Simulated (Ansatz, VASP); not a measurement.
## One calculation of ScAl, two programs

File POSCAR:

```
ScAl
1.0
    3.3003187940      0.0000000000      0.0000000000
    0.0000000000      3.3003187940      0.0000000000
    0.0000000000      0.0000000000      3.3003187940
Sc Al
1 1
Direct
    0.5000000000      0.5000000000      0.5000000000
    0.0000000000      0.0000000000      0.0000000000
```

File INCAR.step1:

```
PREC = Accurate
ENCUT = 520
ISMEAR = 0
SIGMA = 0.1
LREAL = False
LASPH = True
NELM = 100
NBANDS = 14
GGA = PE
ALGO = Normal
EDIFF = 1E-4
LWAVE = True
LCHARG = False
```

File INCAR.step2:

```
PREC = Accurate
ENCUT = 520
EDIFF = 1E-6
ISMEAR = 0
SIGMA = 0.1
LREAL = False
LASPH = True
NELM = 100
ALGO = Normal
ISIF = 2
LWAVE = False
LCHARG = True
METAGGA = R2SCAN
LMIXTAU = True
LELF = True
LVHAR = True
NBANDS = 14
ISTART = 1
```

File KPOINTS:

```
regular mesh
0
Gamma
  12 12 12
```

Input for Ansatz:

```yaml
crystal:
  lattice:
    - [3.3003187945, 0.0, 0.0]
    - [0.0, 3.3003187945, 0.0]
    - [0.0, 0.0, 3.3003187945]
  atoms:
    - { symbol: Sc, position: [0.5, 0.5, 0.5] }
    - { symbol: Al, position: [0.0, 0.0, 0.0] }
basis:
  ecutwfc: 500
kpoints:
  mp_grid: { grid: [12, 12, 12] }
hamiltonian:
  xc: r2scan
scf:
  occupations: { method: gaussian, width: 0.1 }
output:
  forces: true
  stress: true
  eigenvalues: true
```

Alike in both runs: task single point; functional r2SCAN; k mesh 12 × 12 × 12; occupations gaussian, width 0.1 eV; no spin polarisation.

```csv
,VASP,Ansatz
version,VASP 6.6.1,Ansatz 0.2.0
potentials or method,"VASP PAW PBE potentials, release 64 (Sc_sv, Al), cutoff 520 eV","scalar-relativistic, plane waves, PAW"
valence electrons in the cell,14,14
```

Ansatz gave:

- gap on the k mesh at the Fermi level (eV): none
- pressure (GPa): 5.8

Estimate VASP's values.

gap on the k mesh at the Fermi level (eV): none; pressure (GPa): 6.0.

VASP's potentials were made for PBE, not for r2SCAN. A gap of «none» marks a metal or a gap that the smearing closes. The functional is the same, so the differences come from potentials, cutoffs and numerics.
